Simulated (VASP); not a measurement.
Here is a VASP 6.6.1 calculation.

The input INCAR:

```
ALGO = Normal
EDIFF = 1E-6
EDIFFG = -0.005
ENCUT = 600
IBRION = 2
ISIF = 3
ISMEAR = 0
LASPH = True
LCHARG = False
LREAL = False
LWAVE = False
NELM = 80
NSW = 100
PREC = Accurate
SIGMA = 0.1
```

File KPOINTS:

```
k-points
0
Gamma
  15 15 8
```

POSCAR

```
TiTe2
1.0
    3.7770000000      0.0000000000      0.0000000000
   -1.8885000000      3.2709779501      0.0000000000
    0.0000000000      0.0000000000      6.4980000000
Ti Te
1 2
Direct
    0.0000000000      0.0000000000      0.0000000000
    0.6666666667      0.3333333333      0.2628000000
    0.3333333333      0.6666666667      0.7372000000
```

Potentials or basis: VASP PAW LDA potentials, release 64 (Ti_sv, Te).

Launch:

```bash
$ cat potpaw_LDA.64/Ti_sv/POTCAR potpaw_LDA.64/Te/POTCAR > POTCAR
$ mpirun -np 1 vasp_std > vasp.out
```

Q: Predict the relaxed cell.

A: a = 3.667 Å, b = 3.667 Å, c = 6.333 Å, α = 90.00°, β = 90.00°, γ = 120.00°.

Q: Predict the space group after relaxing (to 0.1 Å).

A: P-3m1 (No. 164).

Q: What does it give for the band gap on the k mesh?

A: Zero (bands 12 and 13 overlap by 0.83 eV).

Step by step:
```
step  energy change (eV)  largest force (eV/Å)  pressure (GPa)  volume (Å³)
   1              0.0000                0.2657           -4.01        80.28
   2             -0.0245                0.7480            3.47        72.74
   3             -0.0604                0.2784           -0.12        75.88
   4             -0.0682                0.1932           -0.12        75.35
   5             -0.0729                0.0570           -0.06        74.52
   6             -0.0743                0.0469           -0.03        74.31
   7             -0.0763                0.0123            0.09        73.68
   8             -0.0763                0.0106            0.10        73.65
   9             -0.0761                0.0375           -0.26        73.95
  10             -0.0763                0.0033            0.00        73.74
```

Caveat: spin-orbit coupling is left out, which moves the levels of the heavy elements. LDA usually gives volumes a few per cent too small.
